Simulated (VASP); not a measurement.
Cs:

```
Cs
1.0
     5.56631    0.00000    0.00000
    -2.78315    4.82056    0.00000
     0.00000    0.00000    9.25848
Cs
2
Direct
  0.33333 0.66667 0.25000
  0.66667 0.33333 0.75000
```

This isn't the form of Cs at room conditions, which is bcc.

```yaml
Program: VASP 6.6.1
Task: relaxation of cell and atoms
Functional: PBEsol
Potentials_or_basis: VASP PAW PBE potentials, release 64 (Cs_sv)
Cutoff: 500 eV
k_mesh: 12 × 12 × 6
Occupations: gaussian, width 0.1 eV
Spin: no spin polarisation
```

At the start: pressure -0.2 GPa; volume 124.22 Å³/atom.

Question: How do energy, volume and symmetry change on relaxing?

Answer: Over 8 steps the energy falls by 11.9 meV/atom and the volume is 108.85 Å³/atom (-12.4 %); space group P6_3/mmc (No. 194, to 0.1 Å) before and after.

The path:
```tsv
step	energy change (eV)	largest force (eV/Å)	pressure (GPa)	volume (Å³)
1	0.0000	0.0000	-0.22	248.43
2	-0.0077	0.0000	-0.18	242.42
3	-0.0217	0.0000	-0.07	225.51
4	-0.0039	0.0000	0.29	194.06
5	-0.0235	0.0000	0.00	218.29
6	-0.0235	0.0000	0.00	217.57
7	-0.0236	0.0000	0.01	217.60
8	-0.0237	0.0000	0.00	217.71
```

Final structure:
```xyz
2
Lattice="5.3676 0.0000 0.0000 -2.6838 4.6485 0.0000 0.0000 0.0000 8.7252" Properties=species:S:1:pos:R:3 pbc="T T T"
Cs    0.0000    3.0990    2.1813
Cs    2.6838    1.5495    6.5439
```

Caveat: the PAW data sets were made with another functional, which shifts forces and pressure a little.
